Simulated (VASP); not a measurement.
Ag: relaxation of cell and atoms with PBE

The system is Ag.

```
Ag
1.0
     2.48100    0.00000    0.00000
    -1.24050    2.14861    0.00000
     0.00000    0.00000    2.33214
Ag
1
Direct
  0.00000 0.00000 0.00000
```

```
Program                : VASP 6.6.1
Task                   : relaxation of cell and atoms
Functional             : PBE
Potentials or basis    : VASP PAW PBE potentials, release 64 (Ag)
Cutoff                 : 600 eV
k mesh                 : 18 × 18 × 16
Occupations            : fermi-dirac, width 0.08 eV
Spin                   : no spin polarisation
Target pressure        : 100 GPa
Dipole correction      : no
Further INCAR settings : ALGO = Normal; EDIFF = 1e-07; IBRION = 2; EDIFFG = -0.005; NSW = 60; ISIF = 3
```

* Relaxed volume: 12.86 Å³/atom
* Relaxed cell: a = 2.490 Å, b = 2.490 Å, c = 2.395 Å, α = 90.00°, β = 90.00°, γ = 120.00°
* Space group after relaxing (to 0.05 Å): P6/mmm (No. 191)
* Energy change on relaxing (the enthalpy is what falls): -306.5 meV/atom
* Ionic steps: 13
* Pressure after relaxing: 100.0 GPa

Stress tensor (GPa, compression positive):
```
100.06   0.00   0.00
  0.00 100.06   0.00
  0.00   0.00  99.95
```

The path:
```csv
step,energy change (eV),largest force (eV/Å),pressure (GPa),volume (Å³)
1,0.0000,0.0000,119.03,12.43
2,-1.1935,0.0000,38.92,15.24
3,-0.3730,0.0000,95.64,12.97
4,-0.3366,0.0000,97.95,12.91
5,-0.3305,0.0000,98.34,12.90
6,-0.2138,0.0000,106.02,12.73
7,-0.3020,0.0000,100.31,12.85
8,-0.3014,0.0000,100.36,12.85
9,-0.3225,0.0000,99.00,12.89
10,-0.3062,0.0000,100.04,12.86
11,-0.3063,0.0000,100.04,12.86
12,-0.3145,0.0000,99.51,12.87
13,-0.3065,0.0000,100.02,12.86
```

Final structure:
```
CELL_PARAMETERS angstrom
2.49003 0.00000 0.00000
-1.24502 2.15643 0.00000
0.00000 0.00000 2.39506
ATOMIC_POSITIONS crystal
Ag 0.00000 0.00000 0.00000
```

Levels at points of the mesh, in eV from the Fermi level:
```tsv
k point	band 2	band 3	band 4	band 5	band 6	band 7	band 8	band 9
(0.00, 0.00, 0.00)	-8.88	-6.28	-6.28	-2.97	-2.97	16.20	16.69	23.51
(0.50, 0.00, 0.00)	-7.66	-5.07	-3.42	-2.59	-1.29	5.49	14.50	19.83
(0.00, 0.00, 0.50)	-5.86	-5.86	-4.80	-4.80	-2.59	3.59	20.23	23.82
(0.50, 0.00, 0.50)	-8.22	-5.61	-2.43	-1.73	5.09	5.33	13.57	14.55
```

It took 94 s on 1 thread of Intel(R) Xeon(R) 6975P-C (Granite Rapids), with other jobs on the host, peak memory 0.18 GiB.

Caveat: the cell is relaxed towards a set pressure, so the enthalpy falls and the energy may rise.
